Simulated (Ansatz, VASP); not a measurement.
**One calculation of P, two programs**

```
P
1.0
     4.33700    0.00000    0.00000
     0.00000    4.33700    0.00000
     0.00000    0.00000    4.50934
P
1
Direct
  0.00000 0.00000 0.00000
```

Change from the starting cell: strain +0.015 along x and y, +0.030 along z, atoms carried along.

Alike in both runs: task single point; functional PBEsol; dispersion D3(BJ); k mesh 12 × 12 × 12; occupations gaussian, width 0.15 eV; no spin polarisation.

|  | VASP | Ansatz |
| --- | --- | --- |
| version | VASP 6.6.1 | Ansatz 0.2.0 |
| potentials or method | VASP PAW PBE potentials, release 64 (P), cutoff 520 eV | scalar-relativistic, plane waves, PAW |
| valence electrons in the cell | 5 | 5 |

```tsv
	VASP	Ansatz	Ansatz less VASP
gap on the k mesh at the Fermi level (eV)	none	none	-
pressure (GPa)	-3.5	-3.5	+0.01
traceless stress, the component that is largest in VASP (GPa)	0.41	0.41	+0.001
```

VASP's potentials were made for PBE, not for PBEsol. A gap of «none» marks a metal or a gap that the smearing closes.
